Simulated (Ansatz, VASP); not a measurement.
**Two plane-wave programs on TiO2**

```
Ti O
1.0
     4.64306    0.00000    0.00000
     0.00000    4.64306    0.00000
     0.00000    0.00000    2.96402
Ti O
2 4
Cartesian
  0.0809 -0.0809 -0.1325
  2.3215 2.3215 1.4820
  1.4166 1.4166 0.0000
  0.9049 3.7382 1.4820
  3.2264 3.2264 0.0000
  3.7382 0.9049 1.4820
```

Alike in both runs: task single point; functional PBE; k mesh 6 × 6 × 10; occupations gaussian, width 0.05 eV; no spin polarisation.

```csv
,VASP,Ansatz
version,VASP 6.6.1,Ansatz 0.2.0
potentials or method,"VASP PAW PBE potentials, release 64 (Ti_sv, O), cutoff 520 eV","scalar-relativistic, plane waves, PAW"
valence electrons in the cell,48,48
```

|  | VASP | Ansatz | Ansatz less VASP |
| --- | --- | --- | --- |
| gap on the k mesh at the Fermi level (eV) | 1.75 | 1.77 | +0.023 |
| least direct gap on the mesh (eV) | 1.84 | 1.86 | +0.024 |
| pressure (GPa) | 2.7 | 2.0 | -0.72 |
| traceless stress, the component that is largest in VASP (GPa) | 2.75 | 2.70 | -0.059 |
| rms of the force components (eV/Å) | 0.831 | 0.816 | -0.0157 |

Atom by atom the forces differ by 0.027 eV/Å (rms over components). The functional is the same, so the differences come from potentials, cutoffs and numerics.
